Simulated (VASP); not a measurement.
# Si32Ag (a cell with a defect) in VASP: notebook

Si32Ag (a cell with a defect) is run at these levels: PBE; tasks: single point.

All numbers are computed with VASP 6.6.1; they aren't measurements. Logs are shortened: lines on timing, memory, paths and dates and some standing lists are left out, and cuts for length are marked.

**1. The cell of the first run**

The cell holds a defect, 33 atoms: a = 9.474 Å, b = 9.474 Å, c = 9.474 Å, α = 109.47°, β = 109.47°, γ = 109.47°.

**2. Single point, PBE**

INCAR

```
  PREC = Accurate
  ENCUT = 520
  EDIFF = 1E-6
  ISMEAR = 0
  SIGMA = 0.02
  LREAL = Auto
  LASPH = True
  NELM = 80
  ALGO = Normal
  ISIF = 2
  LWAVE = False
  LCHARG = False
  GGA = PE
  NELECT = 138.0
  NBANDS = 92
```

KPOINTS

```
Automatic mesh
0
Gamma
  2 2 2
  0.5 0.5 0.5
```

POSCAR

```
Si32Ag
1.0
   -5.4700937627     -5.4700937627      5.4700937627
    5.4700937627     -5.4700937627     -5.4700937627
    5.4700937627      5.4700937627      5.4700937627
Si Ag
32 1
Direct
    0.2497664522      0.7485727202      0.7484989326
    0.0000919948      0.7361472517      0.0002816137
    0.4985841397      0.4988773348      0.7507549648
    0.2518857683      0.5019127804      0.0003162315
    0.0000951610      0.5019408124      0.2522070444
    0.7483163850      0.7486085806      0.2500410905
    0.4985740542      0.7508649609      0.4987916529
    0.0000943636      0.0003474395      0.7359541081
    0.7483301543      0.2501399091      0.7485497843
    0.5016223795      0.2523715282      0.0003101182
    0.2648513206      0.2651041887      0.2650477387
    0.0000940853      0.2523388619      0.5018678095
    0.7504575436      0.4989011518      0.4988265394
    0.7354365760      0.0003568186      0.0002982726
    0.5016121521      0.0003857696      0.2522522174
    0.2518987291      0.0003886009      0.5018279475
    0.2500736852      0.7504190661      0.5003386214
    0.0001013022      0.7459680670      0.7458587546
    0.5107917625      0.5111999403      0.5110893147
    0.2501007022      0.5004284168      0.7503615775
    0.0001138457      0.4901125778      0.0004101610
    0.7455802058      0.7459998548      0.0003435559
    0.5000994410      0.7503568310      0.2502661530
    0.0001131802      0.0005176131      0.4899465518
    0.7500861621      0.2504132576      0.5003575117
    0.5001035620      0.2503570708      0.7502694592
    0.2546313242      0.2549588220      0.0004456534
    0.0001368146      0.2549300054      0.2548445220
    0.7501141218      0.5004416434      0.2503497368
    0.7455910481      0.0004297370      0.7459049309
    0.4894896406      0.0005180258      0.0004082673
    0.2546410961      0.0005482377      0.2548828135
    0.0001680054      0.0009112361      0.0006982969
```

Potentials or basis: VASP PAW PBE potentials, release 64 (Si, Ag).

Command:

```console
> cat potpaw_PBE.64/Si/POTCAR potpaw_PBE.64/Ag/POTCAR > POTCAR
> mpirun -np 1 vasp_std > vasp.out
```

OUTCAR:

```text
PREC = Accurate
   ENCUT = 520
   EDIFF = 1E-6
   ISMEAR = 0
   LREAL = Auto
   LASPH = True
   NELM = 80
   ISIF = 2
   GGA = PE
   NELECT = 138.0

 ion  position               nearest neighbor table
   1  0.250  0.749  0.748-  18 2.35  31 2.35  20 2.36  17 2.36
   2  0.000  0.736  0.000-  21 2.33  18 2.44  22 2.44  32 2.44  33 2.51
   3  0.499  0.499  0.751-  22 2.35  19 2.35  26 2.36  20 2.36
   4  0.252  0.502  0.000-  27 2.35  21 2.35  20 2.36  23 2.36
   5  0.000  0.502  0.252-  28 2.35  21 2.35  29 2.36  17 2.36
   6  0.748  0.749  0.250-  22 2.35  24 2.35  29 2.36  23 2.36
   7  0.499  0.751  0.499-  30 2.35  19 2.35  23 2.36  17 2.36
   8  0.000  0.000  0.736-  24 2.33  18 2.44  30 2.44  27 2.44  33 2.51
   9  0.748  0.250  0.749-  30 2.35  21 2.35  25 2.36  26 2.36
  10  0.502  0.252  0.000-  27 2.35  31 2.35  26 2.36  29 2.36
  11  0.265  0.265  0.265-  19 2.33  32 2.44  27 2.44  28 2.45  33 2.51
  12  0.000  0.252  0.502-  28 2.35  24 2.35  25 2.36  20 2.36
  13  0.750  0.499  0.499-  18 2.35  19 2.35  25 2.36  29 2.36
  14  0.735  0.000  0.000-  31 2.33  22 2.44  30 2.44  28 2.45  33 2.51
  15  0.502  0.000  0.252-  32 2.35  31 2.35  23 2.36  25 2.36
  16  0.252  0.000  0.502-  32 2.35  24 2.35  17 2.36  26 2.36
  17  0.250  0.750  0.500-   5 2.36  16 2.36   7 2.36   1 2.36
  18  0.000  0.746  0.746-  13 2.35   1 2.35   8 2.44   2 2.44  33 2.79
  19  0.511  0.511  0.511-  11 2.33   7 2.35   3 2.35  13 2.35
  20  0.250  0.500  0.750-  12 2.36   4 2.36   3 2.36   1 2.36
  21  0.000  0.490  0.000-   2 2.33   5 2.35   4 2.35   9 2.35
  22  0.746  0.746  0.000-   3 2.35   6 2.35  14 2.44   2 2.44  33 2.79
  23  0.500  0.750  0.250-  15 2.36   7 2.36   4 2.36   6 2.36
  24  0.000  0.001  0.490-   8 2.33  12 2.35  16 2.35   6 2.35
  25  0.750  0.250  0.500-  12 2.36   9 2.36  15 2.36  13 2.36
  26  0.500  0.250  0.750-  10 2.36   3 2.36  16 2.36   9 2.36
  27  0.255  0.255  0.000-  10 2.35   4 2.35  11 2.44   8 2.44  33 2.78
  28  0.000  0.255  0.255-  12 2.35   5 2.35  11 2.45  14 2.45  33 2.78
  29  0.750  0.500  0.250-   5 2.36  10 2.36   6 2.36  13 2.36
  30  0.746  0.000  0.746-   7 2.35   9 2.35  14 2.44   8 2.44  33 2.78
  31  0.489  0.001  0.000-  14 2.33  10 2.35  15 2.35   1 2.35
  32  0.255  0.001  0.255-  15 2.35  16 2.35  11 2.44   2 2.44  33 2.78
  33  0.000  0.001  0.001-  11 2.51  14 2.51   8 2.51   2 2.51  28 2.78  27 2.78  30 2.78  32 2.78
                            22 2.79  18 2.79

  LATTYP: Found a body centered cubic cell.
 ALAT       =    10.9401875254

  Lattice vectors:

 A1 = (  -5.4700937627,  -5.4700937627,   5.4700937627)
 A2 = (   5.4700937627,  -5.4700937627,  -5.4700937627)
 A3 = (   5.4700937627,   5.4700937627,   5.4700937627)

Analysis of symmetry for initial positions (statically):
=====================================================================
 Subroutine PRICEL returns:
 Original cell was already a primitive cell.

 Routine SETGRP: Setting up the symmetry group for a
 body centered cubic supercell.

 Subroutine GETGRP returns: Found  1 space group operations
 (whereof  1 operations were pure point group operations)
 out of a pool of 48 trial point group operations.

The static configuration has the point symmetry C_1 .

Analysis of symmetry for dynamics (positions and initial velocities):
=====================================================================
 Subroutine PRICEL returns:
 Original cell was already a primitive cell.

 Routine SETGRP: Setting up the symmetry group for a
 body centered cubic supercell.

 Subroutine GETGRP returns: Found  1 space group operations
 (whereof  1 operations were pure point group operations)
 out of a pool of 48 trial point group operations.

The dynamic configuration has the point symmetry C_1 .

 Subroutine INISYM returns: Found  1 space group operations
 (whereof  1 operations are pure point group operations),
 and found     1 'primitive' translations

----------------------------------------------------------------------------------------

                                     Primitive cell

  volume of cell :     654.7030

  direct lattice vectors                    reciprocal lattice vectors
    -5.470093763 -5.470093763  5.470093763     0.000000000 -0.091406111  0.091406111
     5.470093763 -5.470093763 -5.470093763     0.091406111 -0.091406111  0.000000000
     5.470093763  5.470093763  5.470093763     0.091406111  0.000000000  0.091406111

  length of vectors
     9.474480319  9.474480319  9.474480319     0.129267762  0.129267762  0.129267762

  position of ions in fractional coordinates (direct lattice)
     0.249766452  0.748572720  0.748498933
     0.000091995  0.736147252  0.000281614
     0.498584140  0.498877335  0.750754965
     0.251885768  0.501912780  0.000316232
     0.000095161  0.501940812  0.252207044
     0.748316385  0.748608581  0.250041090
[... 25 lines left out ...]
     0.254641096  0.000548238  0.254882813
     0.000168005  0.000911236  0.000698297

  ion indices of the primitive-cell ions
   primitive index   ion index
                 1           1
                 2           2
                 3           3
                 4           4
                 5           5
                 6           6
[... 25 lines left out ...]
                32          32
                33          33

----------------------------------------------------------------------------------------

 KPOINTS: Automatic mesh

Automatic generation of k-mesh.
 Grid dimensions read from file:
 generate k-points for:    2    2    2

 Generating k-lattice:

  Cartesian coordinates                     Fractional coordinates (reciprocal lattice)
     0.000000000 -0.045703056  0.045703056     0.500000000  0.000000000  0.000000000
     0.045703056 -0.045703056  0.000000000     0.000000000  0.500000000  0.000000000
     0.045703056  0.000000000  0.045703056     0.000000000  0.000000000  0.500000000

  Length of vectors
     0.064633881  0.064633881  0.064633881

  Shift w.r.t. Gamma in fractional coordinates (k-lattice)
     0.500000000  0.500000000  0.500000000

 Subroutine IBZKPT returns following result:
 ===========================================

 Found      4 irreducible k-points:

 Following reciprocal coordinates:
            Coordinates               Weight
[... 4 lines left out ...]
   k-points           NKPTS =      4   k-points in BZ     NKDIM =      4   number of bands    NBANDS=     92
   number of dos      NEDOS =    301   number of ions     NIONS =     33
   total plane-waves  NPLWV = 343000
   dimension x,y,z NGX =    70 NGY =   70 NGZ =   70
   dimension x,y,z NGXF=   140 NGYF=  140 NGZF=  140
   ions per type =              32   1
   NGX,Y,Z   is equivalent  to a cutoff of  12.28, 12.28, 12.28 a.u.
   NGXF,Y,Z  is equivalent  to a cutoff of  24.57, 24.57, 24.57 a.u.
 SYSTEM =  unknown system
   PREC   = accura    normal or accurate (medium, high low for compatibility)
   ISTART =      0    job   : 0-new  1-cont  2-samecut
   ICHARG =      2    charge: 1-file 2-atom 10-const
   ISPIN  =      1    spin polarized calculation?
   LNONCOLLINEAR =      F non collinear calculations
   LSORBIT =      F    spin-orbit coupling
   LASPH  =      T    aspherical Exc in radial PAW
   ENCUT  =  520.0 eV  38.22 Ry    6.18 a.u.  17.62 17.62 17.62*2*pi/ulx,y,z
   NELM   =     80;   NELMIN=  2; NELMDL= -5     # of ELM steps
   EDIFF  = 0.1E-05   stopping-criterion for ELM
   LREAL  =      T    real-space projection
   EDIFFG = 0.1E-04   stopping-criterion for IOM
   NSW    =      0    number of steps for IOM
   IBRION =     -1    ionic relax: 0-MD 1-quasi-New 2-CG
   NFREE  =      0    steps in history (QN), initial steepest desc. (CG)
   ISIF   =      2    stress and relaxation
   ISYM   =      2    0-nonsym 1-usesym 2-fastsym
   POTIM  = 0.5000    time-step for ionic-motion
   TEBEG  =    0.0;   TEEND  =   0.0 temperature during run
   PSTRESS=    0.0 pullay stress
   NELECT =     138.0000    total number of electrons
   NUPDOWN=      -1.0000    fix difference up-down
   EMIN   =  10.00;   EMAX   =-10.00  energy-range for DOS
   EFERMI =   0.00;   METHOD = LEGACY
   ISMEAR =     0;   SIGMA  =   0.02  broadening in eV -4-tet -1-fermi 0-gaus
   EFERMI_NEDOS =   21; number of points for ismear=-14 and -15
   IALGO  =     38    algorithm
   IMIX   =      4    mixing-type and parameters
     AMIX     =   0.40;   BMIX     =  1.00
     AMIX_MAG =   1.60;   BMIX_MAG =  1.00
  volume/ion in A,a.u.               =      19.84       133.88
  Fermi-wavevector in a.u.,A,eV,Ry     =   0.974286  1.841133 12.915100  0.949233
  Thomas-Fermi vector in A             =   2.104733
   LORBIT       =      0    0 simple, 1 ext, 2 COOP (PROOUT), +10 PAW based schemes
   GGA     = PE    functional components
   LHFCALC =     F    Hartree Fock is set to
   AEXX    =    0.0000 exact exchange contribution
   IVDW    =     0    specifies the selected vdW correction
   LEPSILON=     F    determine dielectric tensor
   LRPA    =     F    only Hartree local field effects (RPA)
 non-spin polarized calculation
 Gauss-broadening in eV      SIGMA  =   0.02
  energy-cutoff  :      520.00
  volume of cell :      654.70
 maximum number of plane-waves:     17628
 NGX is ok and might be reduce to    70
   NGX = 35   NGY = 35   NGZ = 35

 number of electron     138.0000009 magnetization

 Free energy of the ion-electron system (eV)
  ---------------------------------------------------
  ext. energy  EPLUGINS =         0.00000000
  ---------------------------------------------------
  free energy    TOTEN  =      -180.33728362 eV

  energy without entropy =     -180.33728362  energy(sigma->0) =     -180.33728362

 E-fermi :   5.4844     XC(G=0):  -9.4704

 val. band max:        5.3474606106   @ k =   0.2500   0.2500   0.2500
 cond. band min:       6.5200375304   @ k =   0.2500   0.2500  -0.2500
 fundamental gap:      1.1725769198
 Fermi energy:         5.4844059420

 k-point     1 :       0.2500    0.2500    0.2500
  band No.  band energies     occupation
      1      -5.3429      2.00000
      2      -5.1454      2.00000
      3      -5.1451      2.00000
      4      -5.1449      2.00000
      5      -3.4513      2.00000
      6      -3.4028      2.00000
[... 73 lines left out ...]
     80       7.4850      0.00000
     81       7.4853      0.00000

 k-point     2 :      -0.2500    0.2500    0.2500
  band No.  band energies     occupation
      1      -5.7240      2.00000
      2      -4.7785      2.00000
      3      -4.6573      2.00000
      4      -4.6564      2.00000
      5      -4.6077      2.00000
      6      -3.8810      2.00000
[... 73 lines left out ...]
     80       8.1666      0.00000
     81       8.2662      0.00000

 k-point     3 :       0.2500   -0.2500    0.2500
  band No.  band energies     occupation
      1      -5.7240      2.00000
      2      -4.7785      2.00000
      3      -4.6569      2.00000
      4      -4.6569      2.00000
      5      -4.6077      2.00000
      6      -3.8810      2.00000
[... 73 lines left out ...]
     80       8.1666      0.00000
     81       8.2662      0.00000

 k-point     4 :       0.2500    0.2500   -0.2500
  band No.  band energies     occupation
      1      -5.7240      2.00000
      2      -4.7785      2.00000
      3      -4.6570      2.00000
      4      -4.6568      2.00000
      5      -4.6077      2.00000
      6      -3.8810      2.00000
[... 73 lines left out ...]
     80       8.1666      0.00000
     81       8.2662      0.00000
 [bands above 81 left out]

------------------------ aborting loop because EDIFF is reached ----------------------------------------

  FORCE on cell =-STRESS in cart. coord.  units (eV):
  Direction    XX          YY          ZZ          XY          YZ          ZX
  --------------------------------------------------------------------------------------
  -------------------------------------------------------------------------------------
  Total       -2.0555482     -2.0600765     -2.0612783     -0.0020593     -0.0164139      0.0035004
  in kB       -5.0303006     -5.0413822     -5.0443232     -0.0050396     -0.0401678      0.0085660
  external PRESSURE =      -5.0386686 kB  Pullay stress =       0.0000000 kB

 VOLUME and BASIS-vectors are now :
 -----------------------------------------------------------------------------
  energy-cutoff  :      520.00
  volume of cell :      654.70
      direct lattice vectors                 reciprocal lattice vectors
    -5.470093763 -5.470093763  5.470093763     0.000000000 -0.091406111  0.091406111
     5.470093763 -5.470093763 -5.470093763     0.091406111 -0.091406111  0.000000000
     5.470093763  5.470093763  5.470093763     0.091406111  0.000000000  0.091406111

 POSITION                                       TOTAL-FORCE (eV/Angst)
 -----------------------------------------------------------------------------------
      6.82288     -1.36665      1.36584         0.003163      0.000570     -0.001590
      4.02783     -4.02576     -4.02475        -0.000094      0.002695      0.003614
      4.10830     -1.34951      4.10510         0.001429     -0.002700     -0.000279
      1.36940     -4.12162     -1.36594        -0.000940      0.000476      0.002770
      4.12474     -1.36659     -1.36555         0.000214      0.001686      0.001737
      1.36935     -6.82057      1.36615        -0.000828     -0.001396     -0.002842
[... 25 lines left out ...]
      0.00432     -0.00168      2.78414        -0.000423      0.001822      0.000469
      0.00789     -0.00208     -0.00025         0.000967     -0.000852      0.000949
 -----------------------------------------------------------------------------------
    total drift:                               -0.006934      0.003062     -0.003240

  FREE ENERGIE OF THE ION-ELECTRON SYSTEM (eV)
  ---------------------------------------------------
  free  energy   TOTEN  =      -180.3372836230 eV

  energy  without entropy=     -180.3372836230  energy(sigma->0) =     -180.33728362
```

Wall time 6.8 min (1 thread of Intel Xeon Platinum 8488C (Sapphire Rapids), shared host); peak memory 0.74 GiB.

What came out:

```yaml
Free_energy: -180.3373 eV
Largest_force: 0.006 eV/Å
```

Forces on the atoms (eV/Å):
```
Si   0.003  0.001 -0.002
Si   0.000  0.003  0.004
Si   0.001 -0.003  0.000
Si  -0.001  0.000  0.003
Si   0.000  0.002  0.002
Si  -0.001 -0.001 -0.003
Si   0.001  0.000  0.002
Si   0.001 -0.005 -0.004
Si  -0.001  0.003  0.001
Si   0.002  0.002  0.000
Si   0.002  0.001 -0.002
Si  -0.001 -0.001 -0.001
Si   0.003 -0.002  0.001
Si   0.004 -0.001  0.000
Si   0.002 -0.001 -0.002
Si  -0.001 -0.003 -0.001
Si  -0.001  0.000  0.001
Si  -0.002  0.001  0.001
Si  -0.003  0.000  0.001
Si  -0.001  0.000  0.000
Si  -0.002  0.000 -0.001
Si   0.001  0.001  0.002
Si  -0.001  0.001  0.000
Si  -0.003  0.000  0.000
Si  -0.001  0.000  0.000
Si  -0.001  0.001  0.000
Si   0.000  0.000 -0.002
Si   0.001  0.001 -0.001
Si  -0.001  0.001  0.000
Si   0.001 -0.002  0.000
Si  -0.002  0.001  0.000
Si   0.000  0.002  0.000
Ag   0.001 -0.001  0.001
```

Caveat: the cell carries a net charge on a neutralising background, which shifts energy and pressure; the cell is charged against a uniform background, so pressure and absolute levels hang on convention.

**3. Single point, PBE**

INCAR

```
SYSTEM = Si32Ag
PREC     = Accurate       ! precision mode
ENCUT    = 520            ! plane-wave cutoff, eV
EDIFF    = 1E-7           ! SCF threshold, eV
ISMEAR   = 0              ! smearing method
SIGMA    = 0.02           ! smearing width, eV
LREAL    = Auto         
LASPH    = .True.         ! aspherical terms in the spheres
NELM     = 60             ! most SCF steps
ALGO     = Normal         ! electronic algorithm
ISIF     = 2              ! what is computed and relaxed
LWAVE    = .False.        ! write WAVECAR
LCHARG   = .False.        ! write CHGCAR
GGA      = PE             ! functional
NELECT   = 138.0        
NBANDS   = 92             ! bands
```

KPOINTS is that of step 2.

POSCAR

```
Si32Ag
1.0
   -5.4700937627     -5.4700937627      5.4700937627
    5.4700937627     -5.4700937627     -5.4700937627
    5.4700937627      5.4700937627      5.4700937627
Si Ag
32 1
Direct
    0.2499970858      0.7500263575      0.7500025005
   -0.0001320818      0.7454589769     -0.0045417869
    0.4892162029      0.4893082488      0.7392517707
    0.2500593334      0.5000005701      0.0000749530
   -0.0001018264      0.5106104431      0.2499328274
    0.7454573316      0.7454687574      0.2498954423
    0.4999877733      0.7499993927      0.4999795467
   -0.0001014608     -0.0000130711      0.7603945527
    0.7500028661      0.2500139046      0.7499835794
    0.4999745194      0.2499859343     -0.0000085922
    0.2544162971      0.2545198602      0.2499974515
   -0.0000135281      0.2545090743      0.5044362345
    0.7500590809      0.4999965483      0.5000715927
    0.7454861245     -0.0000367453     -0.0045033963
    0.5103035014     -0.0000138023      0.2499309078
    0.2544481064     -0.0000011883      0.5044823032
    0.2518434893      0.7503336648      0.5018422205
    0.0000275132      0.7482013431      0.7485131293
    0.5015388436      0.5015159920      0.4995861348
    0.2495512068      0.5015260467      0.7515494575
    0.0000304382      0.4984878904     -0.0019111190
    0.7353119845      0.7352487315     -0.0147066949
    0.4985033380      0.7482143227      0.2500248733
    0.0000687374      0.0000056672      0.5143869780
    0.7502762618      0.2517699074      0.5017913073
    0.5015149866      0.2496425215      0.7515145404
    0.2518075667      0.2517836183      0.0002999949
    0.0000593226      0.2646634706      0.2500427889
    0.7480445816      0.4984776529      0.2500309061
    0.7480773050      0.0000060328      0.7484732763
    0.4984753678      0.0000049359     -0.0018659644
    0.2642688705      0.0000080437      0.2500594248
   -0.0004950555     -0.0000679147      0.2496427958
```

Potentials or basis: VASP PAW PBE potentials, release 64 (Si, Ag).

Command:

```console
> cat potpaw_PBE.64/Si/POTCAR potpaw_PBE.64/Ag/POTCAR > POTCAR
> mpirun -np 1 vasp_std > vasp.out
```

It took 14 min on 1 thread of Intel Xeon 8259CL, shared host; peak memory 0.75 GiB.

It converged, with:

```
Free energy   : -180.3370 eV
Largest force : 0.008 eV/Å
```

Forces in eV/Å, atoms in the order of the input:
```
Si  -0.001  0.000 -0.001
Si   0.004 -0.001  0.002
Si   0.000 -0.001  0.003
Si  -0.001  0.000 -0.002
Si   0.000  0.000  0.002
Si   0.000 -0.005 -0.001
Si   0.000  0.000 -0.001
Si  -0.004 -0.004 -0.001
Si   0.000  0.001 -0.001
Si   0.000 -0.001 -0.001
Si  -0.001  0.003  0.002
Si  -0.005  0.000 -0.002
Si  -0.001  0.000 -0.002
Si   0.002  0.000  0.004
Si   0.000 -0.001  0.001
Si  -0.002 -0.002 -0.003
Si   0.001  0.000  0.001
Si  -0.001  0.001  0.000
Si   0.001  0.008 -0.001
Si   0.000 -0.001 -0.001
Si   0.008  0.001 -0.001
Si   0.003 -0.002 -0.002
Si  -0.001  0.003  0.000
Si   0.004  0.004  0.000
Si   0.003 -0.001  0.000
Si   0.000  0.001  0.000
Si   0.001 -0.001  0.000
Si  -0.002  0.003 -0.003
Si  -0.001  0.001 -0.001
Si   0.000  0.000 -0.001
Si   0.000  0.000  0.006
Si  -0.005 -0.004  0.000
Ag  -0.001 -0.001  0.003
```

Levels at points of the mesh, in eV from the Fermi level:
```tsv
k point	band 67	band 68	band 69	band 70	band 71	band 72
(0.25, 0.25, 0.25)	-0.23	-0.12	-0.12	1.40	1.88	1.88
```

Caveat: the cell carries a net charge on a neutralising background, which shifts energy and pressure; the cell is charged against a uniform background, so pressure and absolute levels hang on convention.
